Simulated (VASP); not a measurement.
CaO:

```
CELL_PARAMETERS angstrom
0.00000 2.40356 2.40356
2.40356 0.00000 2.40356
2.40356 2.40356 0.00000
ATOMIC_POSITIONS crystal
Ca 0.00000 0.00000 0.00000
O 0.50000 0.50000 0.50000
```

| Item | Value |
| --- | --- |
| Program | VASP 6.6.1 |
| Task | relaxation of cell and atoms |
| Functional | revPBE |
| Potentials or basis | VASP PAW PBE potentials, release 64 (Ca_sv, O) |
| Cutoff | 600 eV |
| k mesh | 10 × 10 × 10 |
| Occupations | fermi-dirac, width 0.05 eV |
| Spin | no spin polarisation |

At the start: pressure 4.9 GPa; volume 13.89 Å³/atom.

Where does the relaxation end?

Over 3 steps the energy falls by 9.5 meV/atom and the volume is 14.53 Å³/atom (+4.7 %); space group Fm-3m (No. 225, to 0.05 Å).

Step by step:
```
step  energy change (eV)  largest force (eV/Å)  pressure (GPa)  volume (Å³)
   1              0.0000                0.0000            4.89        27.77
   2             -0.0171                0.0000           -1.40        29.51
   3             -0.0191                0.0000            0.01        29.07
```

Final structure:
```xyz
2
Lattice="0.0000 2.4405 2.4405 2.4405 0.0000 2.4405 2.4405 2.4405 0.0000" Properties=species:S:1:pos:R:3 pbc="T T T"
Ca    0.0000    0.0000    0.0000
O     2.4405    2.4405    2.4405
```

Caveat: the PAW data sets were made with another functional, which shifts forces and pressure a little.
